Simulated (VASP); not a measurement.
# CdF2 (P-4m2) in VASP: notebook

CdF2 is run at these levels: PBE; tasks: single point.

Everything below comes from runs of VASP 6.6.1. Logs are shortened: lines on timing, memory, paths and dates and some standing lists are left out, and cuts for length are marked.

**1. The cell of the first run**

Symmetry: P-4m2, No. 115, tetragonal system. Conventional cell: a = 3.781 Å, b = 3.781 Å, c = 3.296 Å, α = 90.00°, β = 90.00°, γ = 90.00°. Cd (site symmetry -4m2) has 8 F at 2.18 to 2.90 Å within 3.0 Å. Within 3.0 Å of F (site symmetry 2mm) lie 4 Cd at 2.18 to 2.90 Å and 4 F at 2.90 Å.

**2. Single point, PBE (atoms taken out)**

INCAR

```
SYSTEM = CdF2
PREC     = Accurate       ! precision mode
ENCUT    = 700            ! plane-wave cutoff, eV
EDIFF    = 1E-6           ! SCF threshold, eV
ISMEAR   = 0              ! smearing method
SIGMA    = 0.02           ! smearing width, eV
LREAL    = .False.        ! projectors in reciprocal space
LASPH    = .True.         ! aspherical terms in the spheres
NELM     = 120            ! most SCF steps
ALGO     = Normal         ! electronic algorithm
ISIF     = 2              ! what is computed and relaxed
LWAVE    = .False.        ! write WAVECAR
LCHARG   = .False.        ! write CHGCAR
GGA      = PE             ! functional
NBANDS   = 24             ! bands
GGA_COMPAT= .False.
```

KPOINTS

```
regular mesh
0
Gamma
  6 6 4
  0 0 0
```

POSCAR

```
CdF2
1.0
    3.7806316244      0.0000000000      0.0000000000
    0.0000000000      3.7806316244      0.0000000000
    0.0000000000      0.0000000000      3.2956069518
Cd F
1 2
Direct
    0.0000000000      0.0000000000      0.0000000000
    0.5000000000      0.0000000000      0.3310550482
    0.0000000000      0.5000000000      0.6689449518
```

Potentials or basis: VASP PAW PBE potentials, release 64 (Cd_sv_GW, F).

Run with:

```sh
$ cat potpaw_PBE.64/Cd_sv_GW/POTCAR potpaw_PBE.64/F/POTCAR > POTCAR
$ mpirun -np 1 vasp_std > vasp.out
```

OUTCAR:

```text
SYSTEM = CdF2
   PREC = Accurate
   ENCUT = 700
   EDIFF = 1E-6
   ISMEAR = 0
   LREAL = .False.
   LASPH = .True.
   NELM = 120
   ISIF = 2
   GGA = PE

 ion  position               nearest neighbor table
   1  0.000  0.000  0.000-   2 2.18   3 2.18   3 2.18   2 2.18
   2  0.500  0.000  0.331-   1 2.18   1 2.18
   3  0.000  0.500  0.669-   1 2.18   1 2.18

  LATTYP: Found a simple tetragonal cell.
 ALAT       =     3.7806316244
 C/A-ratio  =     0.8717080317

  Lattice vectors:

 A1 = (   3.7806316244,   0.0000000000,   0.0000000000)
 A2 = (   0.0000000000,   3.7806316244,   0.0000000000)
 A3 = (   0.0000000000,   0.0000000000,   3.2956069518)

Analysis of symmetry for initial positions (statically):
=====================================================================
 Subroutine PRICEL returns:
 Original cell was already a primitive cell.

 Routine SETGRP: Setting up the symmetry group for a
 simple tetragonal supercell.

 Subroutine GETGRP returns: Found  8 space group operations
 (whereof  8 operations were pure point group operations)
 out of a pool of 16 trial point group operations.

The static configuration has the point symmetry D_2d.

Analysis of symmetry for dynamics (positions and initial velocities):
=====================================================================
 Subroutine PRICEL returns:
 Original cell was already a primitive cell.

 Routine SETGRP: Setting up the symmetry group for a
 simple tetragonal supercell.

 Subroutine GETGRP returns: Found  8 space group operations
 (whereof  8 operations were pure point group operations)
 out of a pool of 16 trial point group operations.

The dynamic configuration has the point symmetry D_2d.

 Subroutine INISYM returns: Found  8 space group operations
 (whereof  8 operations are pure point group operations),
 and found     1 'primitive' translations

----------------------------------------------------------------------------------------

                                     Primitive cell

  volume of cell :      47.1047

  direct lattice vectors                    reciprocal lattice vectors
     3.780631624  0.000000000  0.000000000     0.264506067  0.000000000  0.000000000
     0.000000000  3.780631624  0.000000000     0.000000000  0.264506067  0.000000000
     0.000000000  0.000000000  3.295606952     0.000000000  0.000000000  0.303434243

  length of vectors
     3.780631624  3.780631624  3.295606952     0.264506067  0.264506067  0.303434243

[... 81 lines left out ...]
   NELM   =    120;   NELMIN=  2; NELMDL= -5     # of ELM steps
   EDIFF  = 0.1E-05   stopping-criterion for ELM
   LREAL  =      F    real-space projection
   EDIFFG = 0.1E-04   stopping-criterion for IOM
   NSW    =      0    number of steps for IOM
   IBRION =     -1    ionic relax: 0-MD 1-quasi-New 2-CG
   NFREE  =      0    steps in history (QN), initial steepest desc. (CG)
   ISIF   =      2    stress and relaxation
   ISYM   =      2    0-nonsym 1-usesym 2-fastsym
   POTIM  = 0.5000    time-step for ionic-motion
   TEBEG  =    0.0;   TEEND  =   0.0 temperature during run
   PSTRESS=    0.0 pullay stress
   NELECT =      34.0000    total number of electrons
   NUPDOWN=      -1.0000    fix difference up-down
   EMIN   =  10.00;   EMAX   =-10.00  energy-range for DOS
   EFERMI =   0.00;   METHOD = LEGACY
   ISMEAR =     0;   SIGMA  =   0.02  broadening in eV -4-tet -1-fermi 0-gaus
   EFERMI_NEDOS =   21; number of points for ismear=-14 and -15
   IALGO  =     38    algorithm
   IMIX   =      4    mixing-type and parameters
     AMIX     =   0.40;   BMIX     =  1.00
     AMIX_MAG =   1.60;   BMIX_MAG =  1.00
  volume/ion in A,a.u.               =      15.70       105.96
  Fermi-wavevector in a.u.,A,eV,Ry     =   1.468520  2.775100 29.341643  2.156550
  Thomas-Fermi vector in A             =   2.584008
   LORBIT       =      0    0 simple, 1 ext, 2 COOP (PROOUT), +10 PAW based schemes
   GGA     = PE    functional components
   LHFCALC =     F    Hartree Fock is set to
   AEXX    =    0.0000 exact exchange contribution
   IVDW    =     0    specifies the selected vdW correction
   LEPSILON=     F    determine dielectric tensor
   LRPA    =     F    only Hartree local field effects (RPA)
 non-spin polarized calculation
 Gauss-broadening in eV      SIGMA  =   0.02
  energy-cutoff  :      700.00
  volume of cell :       47.10
 maximum number of plane-waves:      2011
 NGX is ok and might be reduce to    36
   NGX = 17   NGY = 17   NGZ = 15

 number of electron      33.9999985 magnetization

 Free energy of the ion-electron system (eV)
  ---------------------------------------------------
  ext. energy  EPLUGINS =         0.00000000
  ---------------------------------------------------
  free energy    TOTEN  =       -10.50537760 eV

  energy without entropy =      -10.50537760  energy(sigma->0) =      -10.50537760

 E-fermi :  -0.9329     XC(G=0):  -9.4930

 val. band max:       -1.1300394843   @ k =   0.5000   0.5000   0.5000
 cond. band min:       1.5032594813   @ k =   0.0000   0.0000   0.0000
 fundamental gap:      2.6332989656
 Fermi energy:        -0.9328912673

 k-point     1 :       0.0000    0.0000    0.0000
  band No.  band energies     occupation
      1     -99.8529      2.00000
      2     -60.9947      2.00000
      3     -60.9160      2.00000
      4     -60.9160      2.00000
      5     -21.1739      2.00000
      6     -20.7337      2.00000
[... 637 lines left out ...]
     23      16.7244      0.00000
     24      18.8491      0.00000

 [... further k-points ...]

------------------------ aborting loop because EDIFF is reached ----------------------------------------

  FORCE on cell =-STRESS in cart. coord.  units (eV):
  Direction    XX          YY          ZZ          XY          YZ          ZX
  --------------------------------------------------------------------------------------
  -------------------------------------------------------------------------------------
  Total       -0.0717045     -0.0717045     -0.1042271      0.0000000      0.0000000     -0.0000000
  in kB       -2.4388921     -2.4388921     -3.5450874      0.0000000      0.0000000     -0.0000000
  external PRESSURE =      -2.8076238 kB  Pullay stress =       0.0000000 kB

 VOLUME and BASIS-vectors are now :
 -----------------------------------------------------------------------------
  energy-cutoff  :      700.00
  volume of cell :       47.10
      direct lattice vectors                 reciprocal lattice vectors
     3.780631624  0.000000000  0.000000000     0.264506067  0.000000000  0.000000000
     0.000000000  3.780631624  0.000000000     0.000000000  0.264506067  0.000000000
     0.000000000  0.000000000  3.295606952     0.000000000  0.000000000  0.303434243

 POSITION                                       TOTAL-FORCE (eV/Angst)
 -----------------------------------------------------------------------------------
      0.00000      0.00000      0.00000         0.000000      0.000000      0.000000
      1.89032      0.00000      1.09103        -0.000000      0.000000      0.014454
      0.00000      1.89032      2.20458        -0.000000      0.000000     -0.014454
 -----------------------------------------------------------------------------------
    total drift:                               -0.000000     -0.000000     -0.000000

  FREE ENERGIE OF THE ION-ELECTRON SYSTEM (eV)
  ---------------------------------------------------
  free  energy   TOTEN  =       -10.5053775990 eV

  energy  without entropy=      -10.5053775990  energy(sigma->0) =      -10.50537760
```

Wall time 50 s (1 thread of AMD EPYC 7R13 (Zen 3), shared host); peak memory 0.19 GiB.

Results:

* Free energy: -10.5054 eV
* Pressure: -0.3 GPa
* Largest force: 0.014 eV/Å
* Band gap on the k mesh: 2.63 eV (least direct gap 2.75 eV)

Forces in eV/Å, atoms in the order of the input:
```
Cd   0.000  0.000  0.000
F    0.000  0.000  0.014
F    0.000  0.000 -0.014
```

Caveat: the k points lie up to 0.48 Å⁻¹ apart; the cell differs from its parent crystal (atoms taken out). A k mesh can miss the band edges.

**3. Single point, PBE (atoms taken out)**

INCAR

```
PREC = Accurate ; ENCUT = 700
EDIFF = 1E-6 ; ISMEAR = 0
SIGMA = 0.1 ; LREAL = False
LASPH = True ; NELM = 120
ALGO = Normal ; ISIF = 2
LWAVE = False ; LCHARG = False
GGA = PE ; NBANDS = 24
GGA_COMPAT = False
```

KPOINTS

```
Automatic mesh
0
Gamma
  4 4 4
```

POSCAR

```
CdF2
1.0
    3.8524944417      0.0000000000      0.0000000000
    0.0000000000      3.8524944417      0.0000000000
    0.0000000000      0.0000000000      5.5599671426
Cd F
1 2
Direct
    0.0000000000      0.0000000000      0.0000000000
    0.5000000000      0.0000000000      0.1712881996
    0.0000000000      0.5000000000      0.8287118004
```

Potentials or basis: VASP PAW PBE potentials, release 64 (Cd_sv_GW, F).

Run with:

```sh
$ cat potpaw_PBE.64/Cd_sv_GW/POTCAR potpaw_PBE.64/F/POTCAR > POTCAR
$ mpirun -np 1 vasp_std > vasp.out
```

OUTCAR:

```text
PREC = Accurate
   ENCUT = 700
   EDIFF = 1E-6
   ISMEAR = 0
   LREAL = False
   LASPH = True
   NELM = 120
   ISIF = 2
   GGA = PE

 ion  position               nearest neighbor table
   1  0.000  0.000  0.000-   2 2.15   3 2.15   3 2.15   2 2.15
   2  0.500  0.000  0.171-   1 2.15   1 2.15
   3  0.000  0.500  0.829-   1 2.15   1 2.15

  LATTYP: Found a simple tetragonal cell.
 ALAT       =     3.8524944417
 C/A-ratio  =     1.4432122425

  Lattice vectors:
[... 669 lines left out ...]

  FORCE on cell =-STRESS in cart. coord.  units (eV):
  Direction    XX          YY          ZZ          XY          YZ          ZX
  --------------------------------------------------------------------------------------
  -------------------------------------------------------------------------------------
  Total       -0.0967649     -0.0967649     -0.2357229      0.0000000      0.0000000      0.0000000
  in kB       -1.8787644     -1.8787644     -4.5767381      0.0000000      0.0000000      0.0000000
  external PRESSURE =      -2.7780890 kB  Pullay stress =       0.0000000 kB

 VOLUME and BASIS-vectors are now :
 -----------------------------------------------------------------------------
  energy-cutoff  :      700.00
  volume of cell :       82.52
      direct lattice vectors                 reciprocal lattice vectors
     3.852494442  0.000000000  0.000000000     0.259572081  0.000000000  0.000000000
     0.000000000  3.852494442  0.000000000     0.000000000  0.259572081  0.000000000
     0.000000000  0.000000000  5.559967143     0.000000000  0.000000000  0.179857178

 POSITION                                       TOTAL-FORCE (eV/Angst)
 -----------------------------------------------------------------------------------
      0.00000      0.00000      0.00000         0.000000      0.000000      0.000000
      1.92625      0.00000      0.95236        -0.000000      0.000000     -0.011932
      0.00000      1.92625      4.60761         0.000000      0.000000      0.011932
 -----------------------------------------------------------------------------------
    total drift:                                0.000000      0.000000      0.000000

  FREE ENERGIE OF THE ION-ELECTRON SYSTEM (eV)
  ---------------------------------------------------
  free  energy   TOTEN  =       -10.3531872169 eV

  energy  without entropy=      -10.3531872169  energy(sigma->0) =      -10.35318722
```

OSZICAR:

```text
N       E                     dE             d eps       ncg     rms          rms(c)
DAV:   1     0.608749346727E+03    0.60875E+03   -0.21188E+04   912   0.194E+03
DAV:   2     0.711384945089E+02   -0.53761E+03   -0.47547E+03   864   0.617E+02
DAV:   3    -0.864354002476E+01   -0.79782E+02   -0.77693E+02  1232   0.246E+02
DAV:   4    -0.125056631137E+02   -0.38621E+01   -0.38522E+01   984   0.669E+01
DAV:   5    -0.126167696471E+02   -0.11111E+00   -0.11110E+00  1280   0.120E+01    0.141E+01
DAV:   6    -0.104464313752E+02    0.21703E+01   -0.64221E+00  1360   0.589E+01    0.125E+01
DAV:   7    -0.104009971888E+02    0.45434E-01   -0.52033E-01  1032   0.736E+00    0.819E+00
DAV:   8    -0.103594221064E+02    0.41575E-01   -0.23289E-01  1048   0.679E+00    0.996E-01
DAV:   9    -0.103525958308E+02    0.68263E-02   -0.28160E-02  1288   0.325E+00    0.271E-01
DAV:  10    -0.103531024187E+02   -0.50659E-03   -0.44231E-03  1184   0.951E-01    0.234E-01
DAV:  11    -0.103531746925E+02   -0.72274E-04   -0.69521E-04  1232   0.531E-01    0.575E-02
DAV:  12    -0.103531846535E+02   -0.99610E-05   -0.57519E-05  1064   0.639E-02    0.948E-03
DAV:  13    -0.103531873541E+02   -0.27007E-05   -0.75627E-06   960   0.228E-02    0.405E-03
DAV:  14    -0.103531872169E+02    0.13720E-06   -0.72043E-07   776   0.167E-02
   1 F= -.10353187E+02 E0= -.10353187E+02  d E =-.763600E-19
```

It took 26 s on 1 thread of Intel Xeon 6975P-C (Granite Rapids), shared host; peak memory 0.27 GiB.

What came out:

| Property | Result |
| --- | --- |
| Free energy | -10.3532 eV |
| Pressure | -0.3 GPa |
| Largest force | 0.012 eV/Å |
| Band gap on the k mesh | 3.56 eV (least direct gap 3.60 eV) |

Forces in eV/Å, atoms in the order of the input:
```
Cd   0.000  0.000  0.000
F    0.000  0.000 -0.012
F    0.000  0.000  0.012
```

Stress tensor (GPa, compression positive):
```
-0.19  0.00  0.00
 0.00 -0.19  0.00
 0.00  0.00 -0.46
```

Levels at points of the mesh, in eV from the valence-band top:
| k point | band 15 | band 16 | band 17 | band 18 | band 19 | band 20 |
| --- | --- | --- | --- | --- | --- | --- |
| (0.00, 0.00, 0.00) | -0.21 | -0.21 | -0.05 | 3.56 | 8.28 | 10.07 |
| (0.50, 0.00, 0.00) | -0.60 | -0.32 | -0.05 | 5.82 | 8.19 | 9.80 |
| (0.50, 0.50, 0.00) | -0.64 | -0.53 | -0.52 | 7.86 | 9.13 | 9.13 |
| (0.00, 0.00, 0.50) | -0.22 | -0.22 | -0.16 | 4.14 | 6.64 | 12.54 |
| (0.50, 0.00, 0.50) | -0.55 | -0.32 | -0.01 | 6.05 | 8.43 | 8.92 |
| (0.50, 0.50, 0.50) | -0.68 | -0.55 | -0.51 | 8.01 | 9.62 | 9.62 |

Caveat: the cell differs from its parent crystal (atoms taken out).
